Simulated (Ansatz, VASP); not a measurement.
**One calculation of W, two programs**

The input INCAR:

```
PREC = Accurate ; ENCUT = 500
EDIFF = 1E-6 ; ISMEAR = 0
SIGMA = 0.15 ; LREAL = F
LASPH = T ; NELM = 120
ALGO = Normal ; ISIF = 2
LWAVE = F ; LCHARG = T
GGA = PS ; LELF = T
LVHAR = T ; NBANDS = 13
GGA_COMPAT = F
```

KPOINTS

```
regular mesh
0
Gamma
  22 22 22
```

File POSCAR:

```
W
1.0
    0.0000000000      2.3327740624      1.5855865302
    2.3327740624      0.0000000000      1.5855865302
    2.3327740624      2.3327740624      0.0000000000
W
1
Direct
    0.0000000000      0.0000000000      0.0000000000
```

Input for Ansatz:

```yaml
crystal:
  lattice:
    - [0.0, 2.3327740624, 1.5855865302]
    - [2.3327740624, 0.0, 1.5855865302]
    - [2.3327740624, 2.3327740624, 0.0]
  atoms:
    - { symbol: W, position: [0.0, 0.0, 0.0] }
basis:
  ecutwfc: 420
kpoints:
  mp_grid: { grid: [22, 22, 22] }
hamiltonian:
  xc: pbesol
  pseudopotentials: { kind: paw, azcp: { folder: soft_1 } }
scf:
  occupations: { method: gaussian, width: 0.15 }
output:
  forces: true
  stress: true
  eigenvalues: true
```

Alike in both runs: task single point; functional PBEsol; k mesh 22 × 22 × 22; occupations gaussian, width 0.15 eV; no spin polarisation.

```csv
,VASP,Ansatz
version,VASP 6.6.1,Ansatz 0.2.0
potentials or method,"VASP PAW PBE potentials, release 64 (W_sv), cutoff 500 eV","scalar-relativistic, plane waves, PAW"
valence electrons in the cell,14,14
```

Ansatz gave:

| Quantity | Value |
| --- | --- |
| gap on the k mesh at the Fermi level (eV) | none |
| pressure (GPa) | -24.9 |
| traceless stress, the component that is largest in VASP (GPa) | 6.91 |

Q: What did VASP give for the same quantities?

A: gap on the k mesh at the Fermi level (eV): none; pressure (GPa): -24.6; traceless stress, the component that is largest in VASP (GPa): 6.90.

VASP's potentials were made for PBE, not for PBEsol, and Ansatz warns of the same on its side. A gap of «none» marks a metal or a gap that the smearing closes.

Spin-orbit coupling is off throughout.
